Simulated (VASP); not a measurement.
A run of VASP 6.6.1:

The input INCAR:

```
SYSTEM = BN
ALGO     = Normal         ! electronic algorithm
EDIFF    = 1E-7           ! SCF threshold, eV
ENCUT    = 520            ! plane-wave cutoff, eV
GGA      = PE             ! functional
ISIF     = 2              ! what is computed and relaxed
ISMEAR   = 0              ! smearing method
IVDW     = 12             ! dispersion correction
LASPH    = .True.         ! aspherical terms in the spheres
LCHARG   = .True.         ! write CHGCAR
LELF     = .True.         ! ELF
LREAL    = .False.        ! projectors in reciprocal space
LVHAR    = .True.       
LWAVE    = .False.        ! write WAVECAR
NBANDS   = 11             ! bands
NELM     = 100            ! most SCF steps
PREC     = Accurate       ! precision mode
SIGMA    = 0.05           ! smearing width, eV
```

The input KPOINTS:

```
k-points
0
Gamma
  12 12 12
  0 0 0
```

POSCAR

```
BN
1.0
    1.3011666545      0.7512289182      3.2380170272
   -1.3011666545      0.7512289182      3.2380170272
    0.0000000000     -1.5024578365      3.2380170272
B N
1 1
Direct
    0.9996712000      0.9996712000      0.9996712000
    0.3327618000      0.3327618000      0.3327618000
```

Potentials or basis: VASP PAW PBE potentials, release 64 (B, N).

The run is started by

```sh
$ cat potpaw_PBE.64/B/POTCAR potpaw_PBE.64/N/POTCAR > POTCAR
$ mpirun -np 1 vasp_std > vasp.out
```

Hardware: 1 thread of Intel(R) Xeon(R) Platinum 8259CL CPU @ 2.50GHz (Skylake/Cascade Lake) (shared host).

Question: How long does it take, and how much memory?

Answer: Wall time 88 s on 1 thread of Intel(R) Xeon(R) Platinum 8259CL CPU @ 2.50GHz (Skylake/Cascade Lake) (shared host), peak memory 0.18 GiB. Counts: scf iterations 14, k points 189.
